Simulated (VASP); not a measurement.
AlRu, 2 atoms in the cell. Symmetry: Pm-3m, No. 221, cubic system. Conventional cell: a = 2.764 Å, b = 2.764 Å, c = 2.764 Å, α = 90.00°, β = 90.00°, γ = 90.00°. Al (site symmetry m-3m) has 8 Ru at 2.39 Å and 6 Al at 2.76 Å within 3.2 Å. Ru (site symmetry m-3m) has 8 Al at 2.39 Å and 6 Ru at 2.76 Å within 3.2 Å. 

| Property | Result |
| --- | --- |
| Program | VASP 6.6.1 |
| Task | relaxation of cell and atoms |
| Functional | PBE |
| Potentials or basis | VASP PAW PBE potentials, release 64 (Al, Ru_pv) |
| Cutoff | 600 eV |
| k mesh | 16 × 16 × 16 |
| Occupations | gaussian, width 0.1 eV |
| Spin | no spin polarisation |
| Target pressure | 90 GPa |
| Dipole correction | no |
| Further INCAR settings | ALGO = Fast; EDIFF = 1e-06; IBRION = 2; EDIFFG = -0.008; NSW = 70; ISIF = 3 |

Potentials or basis: VASP PAW PBE potentials, release 64 (Al, Ru_pv).

Command:

```sh
$ cat potpaw_PBE.64/Al/POTCAR potpaw_PBE.64/Ru_pv/POTCAR > POTCAR
$ mpirun -np 1 vasp_std > vasp.out
```

Hardware: 1 thread of Intel Xeon 8259CL, on a shared host.

**Question.** How long does it take, and how much memory?

**Answer.** It took 63 s on 1 thread of Intel Xeon 8259CL, on a shared host, peak memory 0.19 GiB. Counts: scf iterations 29, k points 165, ion steps 3.
